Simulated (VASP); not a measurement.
Input of a VASP 6.6.1 run:

INCAR

```
SYSTEM = CaO
ALGO = Normal ; EDIFF = 1E-7
ENCUT = 520 ; GGA = PS
ISIF = 2 ; ISMEAR = 0
LASPH = .TRUE. ; LCHARG = .FALSE.
LREAL = .FALSE. ; LWAVE = .FALSE.
NBANDS = 24 ; NELM = 100
PREC = Accurate ; SIGMA = 0.05
```

Contents of KPOINTS:

```
k-points
0
G
  9 9 6
  0 0 0
```

Contents of POSCAR:

```
CaO
1.0
    4.0119357036      0.0000000000      0.0000000000
   -2.0059678518      3.4398667129      0.0000000000
    0.0000000000      0.0000000000      4.7848400100
Ca O
2 2
Direct
    0.3333333333      0.6666666667      0.7500000000
    0.6666666667      0.3333333333      0.2500000000
    0.3333333333      0.6666666667      0.2500000000
    0.6666666667      0.3333333333      0.7500000000
```

Potentials or basis: VASP PAW PBE potentials, release 64 (Ca_sv, O).

Launch:

```bash
$ cat potpaw_PBE.64/Ca_sv/POTCAR potpaw_PBE.64/O/POTCAR > POTCAR
$ mpirun -np 1 vasp_std > vasp.out
```

What does it give for the band gap on the k mesh?

3.03 eV, direct.

Predict the pressure.

-1.9 GPa.

Estimate the largest force.

0.060 eV/Å.

Forces in eV/Å, atoms in the order of the input:
```
Ca   0.000 -0.060  0.000
Ca   0.000  0.060  0.000
O    0.000 -0.045  0.000
O    0.000  0.045  0.000
```

Caveat: the cell differs from its parent crystal (strain +0.0050 x Voigt [1, -1, 0, 0, 0, 0]); the PAW data sets were made with another functional, which shifts forces and pressure a little. A k mesh can miss the band edges.
